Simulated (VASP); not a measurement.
# GaAs (F-43m) in VASP: a series of runs

Runs on GaAs. Level: LDA. Tasks: electric field gradients.

Everything below comes from runs of VASP 6.6.1. Logs are shortened: lines on timing, memory, paths and dates and some standing lists are left out, and cuts for length are marked.

### 1 The cell of the first run

It takes space group F-43m (No. 216, cubic). The conventional cell has a = 5.765 Å, b = 5.765 Å, c = 5.765 Å, α = 90.00°, β = 90.00°, γ = 90.00°. Ga (site symmetry -43m) has 4 As at 2.50 Å within 3.3 Å. As (site symmetry -43m) has 4 Ga at 2.50 Å within 3.3 Å.

### 2 Electric field gradients, LDA (volume scaled by 1.06)

INCAR

```
SYSTEM = GaAs
ALGO = Normal
EDIFF = 1E-8
ENCUT = 520
GGA = CA
ISIF = 2
ISMEAR = -1
LASPH = .True.
LCHARG = .False.
LEFG = .True.
LREAL = .False.
LWAVE = .False.
NBANDS = 16
NELM = 60
PREC = Accurate
SIGMA = 0.08
```

KPOINTS

```
k-points
0
Gamma
  10 10 10
  0 0 0
```

POSCAR

```
GaAs
1.0
    0.0000000000      2.8822925071      2.8822925071
    2.8822925071      0.0000000000      2.8822925071
    2.8822925071      2.8822925071      0.0000000000
Ga As
1 1
Direct
    0.0000000000      0.0000000000      0.0000000000
    0.7500000000      0.7500000000      0.7500000000
```

Potentials or basis: VASP PAW LDA potentials, release 64 (Ga_d, As).

Started as:

```bash
cat potpaw_LDA.64/Ga_d/POTCAR potpaw_LDA.64/As/POTCAR > POTCAR
mpirun -np 1 vasp_std > vasp.out
```

OUTCAR:

```text
SYSTEM = GaAs
   EDIFF = 1E-8
   ENCUT = 520
   GGA = CA
   ISIF = 2
   ISMEAR = -1
   LASPH = .True.
   LREAL = .False.
   NELM = 60
   PREC = Accurate

 ion  position               nearest neighbor table
   1  0.000  0.000  0.000-   2 2.50   2 2.50   2 2.50   2 2.50
   2  0.750  0.750  0.750-   1 2.50   1 2.50   1 2.50   1 2.50

  LATTYP: Found a face centered cubic cell.
 ALAT       =     5.7645850142

  Lattice vectors:

 A1 = (   0.0000000000,   2.8822925071,   2.8822925071)
 A2 = (   2.8822925071,   0.0000000000,   2.8822925071)
 A3 = (   2.8822925071,   2.8822925071,   0.0000000000)

Analysis of symmetry for initial positions (statically):
=====================================================================
 Subroutine PRICEL returns:
 Original cell was already a primitive cell.

 Routine SETGRP: Setting up the symmetry group for a
 face centered cubic supercell.

 Subroutine GETGRP returns: Found 24 space group operations
 (whereof 24 operations were pure point group operations)
 out of a pool of 48 trial point group operations.

The static configuration has the point symmetry T_d .

Analysis of symmetry for dynamics (positions and initial velocities):
=====================================================================
 Subroutine PRICEL returns:
 Original cell was already a primitive cell.

 Routine SETGRP: Setting up the symmetry group for a
 face centered cubic supercell.

 Subroutine GETGRP returns: Found 24 space group operations
 (whereof 24 operations were pure point group operations)
 out of a pool of 48 trial point group operations.

The dynamic configuration has the point symmetry T_d .

 Subroutine INISYM returns: Found 24 space group operations
 (whereof 24 operations are pure point group operations),
 and found     1 'primitive' translations

----------------------------------------------------------------------------------------

                                     Primitive cell

  volume of cell :      47.8899

  direct lattice vectors                    reciprocal lattice vectors
     0.000000000  2.882292507  2.882292507    -0.173473025  0.173473025  0.173473025
     2.882292507  0.000000000  2.882292507     0.173473025 -0.173473025  0.173473025
     2.882292507  2.882292507  0.000000000     0.173473025  0.173473025 -0.173473025

  length of vectors
     4.076177154  4.076177154  4.076177154     0.300464093  0.300464093  0.300464093

  position of ions in fractional coordinates (direct lattice)
     0.000000000  0.000000000  0.000000000
     0.750000000  0.750000000  0.750000000

  ion indices of the primitive-cell ions
   primitive index   ion index
                 1           1
                 2           2

----------------------------------------------------------------------------------------

 KPOINTS: k-points

Automatic generation of k-mesh.
 Grid dimensions read from file:
 generate k-points for:   10   10   10

 Generating k-lattice:

  Cartesian coordinates                     Fractional coordinates (reciprocal lattice)
    -0.017347302  0.017347302  0.017347302     0.100000000  0.000000000  0.000000000
     0.017347302 -0.017347302  0.017347302     0.000000000  0.100000000  0.000000000
     0.017347302  0.017347302 -0.017347302     0.000000000  0.000000000  0.100000000

  Length of vectors
     0.030046409  0.030046409  0.030046409

  Shift w.r.t. Gamma in fractional coordinates (k-lattice)
     0.000000000  0.000000000  0.000000000

 Subroutine IBZKPT returns following result:
 ===========================================

 Found     47 irreducible k-points:

 Following reciprocal coordinates:
            Coordinates               Weight
  0.000000  0.000000  0.000000      1.000000
  0.100000  0.000000  0.000000      8.000000
  0.200000  0.000000  0.000000      8.000000
  0.300000  0.000000  0.000000      8.000000
  0.400000  0.000000  0.000000      8.000000
  0.500000  0.000000  0.000000      4.000000
[... 16 lines left out ...]
  0.300000  0.300000  0.000000      6.000000
  0.400000  0.300000  0.000000     24.000000
 [... further k-points ...]
   k-points           NKPTS =     47   k-points in BZ     NKDIM =     47   number of bands    NBANDS=     16
   number of dos      NEDOS =    301   number of ions     NIONS =      2
   total plane-waves  NPLWV =  27000
   dimension x,y,z NGX =    30 NGY =   30 NGZ =   30
   dimension x,y,z NGXF=    60 NGYF=   60 NGZF=   60
   ions per type =               1   1
   NGX,Y,Z   is equivalent  to a cutoff of  12.24, 12.24, 12.24 a.u.
   NGXF,Y,Z  is equivalent  to a cutoff of  24.47, 24.47, 24.47 a.u.
 SYSTEM =  GaAs
   PREC   = accura    normal or accurate (medium, high low for compatibility)
   ISTART =      0    job   : 0-new  1-cont  2-samecut
   ICHARG =      2    charge: 1-file 2-atom 10-const
   ISPIN  =      1    spin polarized calculation?
   LNONCOLLINEAR =      F non collinear calculations
   LSORBIT =      F    spin-orbit coupling
   LASPH  =      T    aspherical Exc in radial PAW
   ENCUT  =  520.0 eV  38.22 Ry    6.18 a.u.   7.58  7.58  7.58*2*pi/ulx,y,z
   NELM   =     60;   NELMIN=  2; NELMDL= -5     # of ELM steps
   EDIFF  = 0.1E-07   stopping-criterion for ELM
   LREAL  =      F    real-space projection
   EDIFFG = 0.1E-06   stopping-criterion for IOM
   NSW    =      0    number of steps for IOM
   IBRION =     -1    ionic relax: 0-MD 1-quasi-New 2-CG
   NFREE  =      0    steps in history (QN), initial steepest desc. (CG)
   ISIF   =      2    stress and relaxation
   ISYM   =      2    0-nonsym 1-usesym 2-fastsym
   POTIM  = 0.5000    time-step for ionic-motion
   TEBEG  =    0.0;   TEEND  =   0.0 temperature during run
   PSTRESS=    0.0 pullay stress
   NELECT =      18.0000    total number of electrons
   NUPDOWN=      -1.0000    fix difference up-down
   EMIN   =  10.00;   EMAX   =-10.00  energy-range for DOS
   EFERMI =   0.00;   METHOD = LEGACY
   ISMEAR =    -1;   SIGMA  =   0.08  broadening in eV -4-tet -1-fermi 0-gaus
   EFERMI_NEDOS =   21; number of points for ismear=-14 and -15
   IALGO  =     38    algorithm
   IMIX   =      4    mixing-type and parameters
     AMIX     =   0.40;   BMIX     =  1.00
     AMIX_MAG =   1.60;   BMIX_MAG =  1.00
  volume/ion in A,a.u.               =      23.94       161.59
  Fermi-wavevector in a.u.,A,eV,Ry     =   1.181456  2.232628 18.991538  1.395839
  Thomas-Fermi vector in A             =   2.317729
   LORBIT       =      0    0 simple, 1 ext, 2 COOP (PROOUT), +10 PAW based schemes
   GGA     = CA    functional components
   LHFCALC =     F    Hartree Fock is set to
   AEXX    =    0.0000 exact exchange contribution
   IVDW    =     0    specifies the selected vdW correction
   LEPSILON=     F    determine dielectric tensor
   LRPA    =     F    only Hartree local field effects (RPA)
 non-spin polarized calculation
  energy-cutoff  :      520.00
  volume of cell :       47.89
 maximum number of plane-waves:      1308
   NGX = 15   NGY = 15   NGZ = 15

 number of electron      17.9999993 magnetization

 Free energy of the ion-electron system (eV)
  ---------------------------------------------------
  ext. energy  EPLUGINS =         0.00000000
  ---------------------------------------------------
  free energy    TOTEN  =        -9.57944414 eV

  energy without entropy =       -9.57874052  energy(sigma->0) =       -9.57909233

 E-fermi :   3.4199     XC(G=0):  -9.6582

 val. band max:        3.2617160130   @ k =   0.0000   0.0000   0.0000
 cond. band min:       3.9681736876   @ k =   0.5000   0.0000   0.0000
 fundamental gap:      0.7064576746
 Fermi energy:         3.4198903296

 k-point     1 :       0.0000    0.0000    0.0000
  band No.  band energies     occupation
      1     -11.5685      2.00000
      2     -11.5685      2.00000
      3     -11.5685      2.00000
      4     -11.5034      2.00000
      5     -11.5034      2.00000
      6      -9.1013      2.00000
[... 8 lines left out ...]
     15      13.2825      0.00000
     16      13.2825      0.00000

 k-point     2 :       0.1000    0.0000    0.0000
  band No.  band energies     occupation
      1     -11.5748      2.00000
      2     -11.5666      2.00000
      3     -11.5666      2.00000
      4     -11.5035      2.00000
      5     -11.5035      2.00000
      6      -8.9939      2.00000
[... 8 lines left out ...]
     15      12.6107      0.00000
     16      12.6107      0.00000

 k-point     3 :       0.2000    0.0000    0.0000
  band No.  band energies     occupation
      1     -11.5907      2.00000
      2     -11.5620      2.00000
      3     -11.5620      2.00000
      4     -11.5034      2.00000
      5     -11.5034      2.00000
      6      -8.6855      2.00000
[... 8 lines left out ...]
     15      12.1240      0.00000
     16      12.1240      0.00000

 k-point     4 :       0.3000    0.0000    0.0000
  band No.  band energies     occupation
      1     -11.6092      2.00000
      2     -11.5571      2.00000
      3     -11.5571      2.00000
      4     -11.5025      2.00000
      5     -11.5025      2.00000
      6      -8.2259      2.00000
[... 8 lines left out ...]
     15      12.4536      0.00000
     16      12.4536      0.00000

 k-point     5 :       0.4000    0.0000    0.0000
  band No.  band energies     occupation
      1     -11.6233      2.00000
      2     -11.5538      2.00000
      3     -11.5538      2.00000
      4     -11.5011      2.00000
      5     -11.5011      2.00000
      6      -7.7433      2.00000
[... 8 lines left out ...]
     15      13.5832      0.00000
     16      13.5832      0.00000

 k-point     6 :       0.5000    0.0000    0.0000
  band No.  band energies     occupation
      1     -11.6285      2.00000
      2     -11.5528      2.00000
      3     -11.5528      2.00000
      4     -11.5003      2.00000
      5     -11.5003      2.00000
      6      -7.5116      2.00000
[... 8 lines left out ...]
     15      14.7855      0.00000
     16      14.7855      0.00000
[... 267 lines left out ...]
 k-point    21 :      -0.3000    0.2000    0.0000
  band No.  band energies     occupation
      1     -11.6268      2.00000
      2     -11.5501      2.00000
      3     -11.5487      2.00000
      4     -11.5043      2.00000
      5     -11.5027      2.00000
      6      -7.6031      2.00000
[... 8 lines left out ...]
     15      13.0680      0.00000
     16      14.9364      0.00000

 k-point    22 :      -0.2000    0.2000    0.0000
  band No.  band energies     occupation
      1     -11.6147      2.00000
      2     -11.5544      2.00000
      3     -11.5529      2.00000
      4     -11.5057      2.00000
      5     -11.5016      2.00000
      6      -8.0665      2.00000
[... 8 lines left out ...]
     15      13.4251      0.00000
     16      14.1258      0.00000

 k-point    23 :       0.3000    0.3000    0.0000
  band No.  band energies     occupation
      1     -11.6299      2.00000
      2     -11.5431      2.00000
      3     -11.5431      2.00000
      4     -11.5155      2.00000
      5     -11.4965      2.00000
      6      -7.9165      2.00000
[... 8 lines left out ...]
     15      14.6788      0.00000
     16      15.1192      0.00000

 k-point    24 :       0.4000    0.3000    0.0000
  band No.  band energies     occupation
      1     -11.6398      2.00000
      2     -11.5394      2.00000
      3     -11.5383      2.00000
      4     -11.5170      2.00000
      5     -11.4956      2.00000
      6      -7.5211      2.00000
[... 8 lines left out ...]
     15      15.3143      0.00000
     16      15.5028      0.00000

 [... further k-points ...]

------------------------ aborting loop because EDIFF is reached ----------------------------------------

  FORCE on cell =-STRESS in cart. coord.  units (eV):
  Direction    XX          YY          ZZ          XY          YZ          ZX
  --------------------------------------------------------------------------------------
  -------------------------------------------------------------------------------------
  Total       -1.4734842     -1.4734842     -1.4734842     -0.0000000      0.0000000      0.0000000
  in kB      -49.2960277    -49.2960277    -49.2960277     -0.0000000      0.0000000      0.0000000
  external PRESSURE =     -49.2960277 kB  Pullay stress =       0.0000000 kB

 VOLUME and BASIS-vectors are now :
 -----------------------------------------------------------------------------
  energy-cutoff  :      520.00
  volume of cell :       47.89
      direct lattice vectors                 reciprocal lattice vectors
     0.000000000  2.882292507  2.882292507    -0.173473025  0.173473025  0.173473025
     2.882292507  0.000000000  2.882292507     0.173473025 -0.173473025  0.173473025
     2.882292507  2.882292507  0.000000000     0.173473025  0.173473025 -0.173473025

 POSITION                                       TOTAL-FORCE (eV/Angst)
 -----------------------------------------------------------------------------------
      0.00000      0.00000      0.00000         0.000000      0.000000      0.000000
      4.32344      4.32344      4.32344        -0.000000     -0.000000     -0.000000
 -----------------------------------------------------------------------------------
    total drift:                               -0.000000     -0.000000     -0.000000

  FREE ENERGIE OF THE ION-ELECTRON SYSTEM (eV)
  ---------------------------------------------------
  free  energy   TOTEN  =        -9.5794441398 eV

  energy  without entropy=       -9.5787405213  energy(sigma->0) =       -9.57909233

 Electric field gradients (V/A^2)
---------------------------------------------------------------------
 ion       V_xx      V_yy      V_zz      V_xy      V_xz      V_yz
---------------------------------------------------------------------
   1      -0.000     0.000     0.000    -0.000    -0.000    -0.000
   2      -0.000    -0.000    -0.000     0.000     0.000     0.000
---------------------------------------------------------------------

 Electric field gradients after diagonalization (V/A^2)
 (convention: |V_zz| > |V_xx| > |V_yy|)
----------------------------------------------------------------------
 ion       V_xx      V_yy      V_zz     asymmetry (V_yy - V_xx)/ V_zz
----------------------------------------------------------------------
   1       0.000     0.000    -0.000       0.000
   2      -0.000    -0.000     0.001       0.000
----------------------------------------------------------------------

           NMR quadrupolar parameters

 Cq : quadrupolar parameter    Cq=e*Q*V_zz/h
 eta: asymmetry parameters     (V_yy - V_xx)/ V_zz
 Q  : nuclear electric quadrupole moment in mb (millibarn)
----------------------------------------------------------------------
 ion       Cq(MHz)       eta       Q (mb)
----------------------------------------------------------------------
   1      -0.000       0.000       1.000
   2       0.000       0.000       1.000
----------------------------------------------------------------------
```

It took 14 s on 1 thread of Intel Xeon 6975P-C (Granite Rapids), shared host; peak memory 0.17 GiB.

What came out:

```yaml
Free_energy: -9.5794 eV
Pressure: -4.9 GPa
Band_gap_on_the_k_mesh: zero (filled and empty bands touch)
```

Caveat: without QUAD_EFG the Cq values of the log hold for a quadrupole moment of 1 mb, not for the nuclei.

### 3 Electric field gradients, LDA (volume scaled by 1.06)

INCAR

```
SYSTEM = GaAs
PREC     = Accurate       ! precision mode
ENCUT    = 520            ! plane-wave cutoff, eV
EDIFF    = 1E-8           ! SCF threshold, eV
ISMEAR   = -1             ! smearing method
SIGMA    = 0.08           ! smearing width, eV
LREAL    = .False.        ! projectors in reciprocal space
LASPH    = .True.         ! aspherical terms in the spheres
NELM     = 100            ! most SCF steps
ALGO     = Normal         ! electronic algorithm
ISIF     = 2              ! what is computed and relaxed
LWAVE    = .False.        ! write WAVECAR
LCHARG   = .False.        ! write CHGCAR
LEFG     = .True.       
NBANDS   = 16             ! bands
```

KPOINTS

```
Automatic mesh
0
Gamma
  10 10 10
  0 0 0
```

POSCAR is that of step 2.

Potentials or basis: VASP PAW LDA potentials, release 64 (Ga_d, As).

Started as:

```bash
cat potpaw_LDA.64/Ga_d/POTCAR potpaw_LDA.64/As/POTCAR > POTCAR
mpirun -np 1 vasp_std > vasp.out
```

OUTCAR:

```text
SYSTEM = GaAs
   PREC = Accurate
   ENCUT = 520
   EDIFF = 1E-8
   ISMEAR = -1
   LREAL = .False.
   LASPH = .True.
   NELM = 100
   ISIF = 2

 ion  position               nearest neighbor table
   1  0.000  0.000  0.000-   2 2.50   2 2.50   2 2.50   2 2.50
   2  0.750  0.750  0.750-   1 2.50   1 2.50   1 2.50   1 2.50

  LATTYP: Found a face centered cubic cell.
 ALAT       =     5.7645850142

  Lattice vectors:

 A1 = (   0.0000000000,   2.8822925071,   2.8822925071)
 A2 = (   2.8822925071,   0.0000000000,   2.8822925071)
 A3 = (   2.8822925071,   2.8822925071,   0.0000000000)
[... 667 lines left out ...]
  free  energy   TOTEN  =        -9.5794441398 eV

  energy  without entropy=       -9.5787405213  energy(sigma->0) =       -9.57909233

 Electric field gradients (V/A^2)
---------------------------------------------------------------------
 ion       V_xx      V_yy      V_zz      V_xy      V_xz      V_yz
---------------------------------------------------------------------
   1      -0.000     0.000     0.000    -0.000    -0.000    -0.000
   2      -0.000    -0.000    -0.000     0.000     0.000     0.000
---------------------------------------------------------------------

 Electric field gradients after diagonalization (V/A^2)
 (convention: |V_zz| > |V_xx| > |V_yy|)
----------------------------------------------------------------------
 ion       V_xx      V_yy      V_zz     asymmetry (V_yy - V_xx)/ V_zz
----------------------------------------------------------------------
   1       0.000     0.000    -0.000       0.000
   2      -0.000    -0.000     0.001       0.000
----------------------------------------------------------------------

           NMR quadrupolar parameters

 Cq : quadrupolar parameter    Cq=e*Q*V_zz/h
 eta: asymmetry parameters     (V_yy - V_xx)/ V_zz
 Q  : nuclear electric quadrupole moment in mb (millibarn)
----------------------------------------------------------------------
 ion       Cq(MHz)       eta       Q (mb)
----------------------------------------------------------------------
   1      -0.000       0.000       1.000
   2       0.000       0.000       1.000
----------------------------------------------------------------------
```

OSZICAR:

```text
N       E                     dE             d eps       ncg     rms          rms(c)
DAV:   1     0.824009904262E+02    0.82401E+02   -0.87322E+03  1528   0.151E+03
DAV:   2    -0.279383241137E+01   -0.85195E+02   -0.81188E+02  1712   0.311E+02
DAV:   3    -0.967739062882E+01   -0.68836E+01   -0.68595E+01  1864   0.682E+01
DAV:   4    -0.978408591910E+01   -0.10670E+00   -0.10668E+00  1856   0.936E+00
DAV:   5    -0.978560526354E+01   -0.15193E-02   -0.15193E-02  1904   0.100E+00    0.279E+00
DAV:   6    -0.961744087003E+01    0.16816E+00   -0.21123E-01  2296   0.755E+00    0.162E+00
DAV:   7    -0.958281446055E+01    0.34626E-01   -0.52656E-02  2184   0.161E+00    0.513E-01
DAV:   8    -0.957944020897E+01    0.33743E-02   -0.78165E-03  1824   0.947E-01    0.835E-02
DAV:   9    -0.957943154714E+01    0.86618E-05   -0.62570E-04  1832   0.329E-01    0.428E-02
DAV:  10    -0.957943911983E+01   -0.75727E-05   -0.33778E-05  1888   0.500E-02    0.224E-02
DAV:  11    -0.957944426049E+01   -0.51407E-05   -0.68130E-06  1760   0.403E-02    0.196E-03
DAV:  12    -0.957944413790E+01    0.12258E-06   -0.50392E-07  1952   0.921E-03    0.158E-03
DAV:  13    -0.957944413981E+01   -0.19095E-08   -0.87900E-08  1952   0.209E-03
   1 F= -.95794441E+01 E0= -.95790923E+01  d E =-.703618E-03
```

stdout:

```text
POSCAR found type information on POSCAR GaAs
 POSCAR found :  2 types and       2 ions
 scaLAPACK will be used
 LDA part: xc-table for (Slater(with rela. corr.)+CA(PZ))
 , standard interpolation
 POSCAR, INCAR and KPOINTS ok, starting setup
 FFT: planning ... GRIDC
 FFT: planning ... GRID_SOFT
 FFT: planning ... GRID
 WAVECAR not read
 entering main loop
ion   1

ion   2
```

Run time: 14 s. Hardware: 1 thread of Intel Xeon 6975P-C (Granite Rapids), shared host; peak memory 0.16 GiB.

Results:

| Property | Result |
| --- | --- |
| Free energy | -9.5794 eV |
| Pressure | -4.9 GPa |
| Band gap on the k mesh | zero (filled and empty bands touch) |

Caveat: without QUAD_EFG the Cq values of the log hold for a quadrupole moment of 1 mb, not for the nuclei.
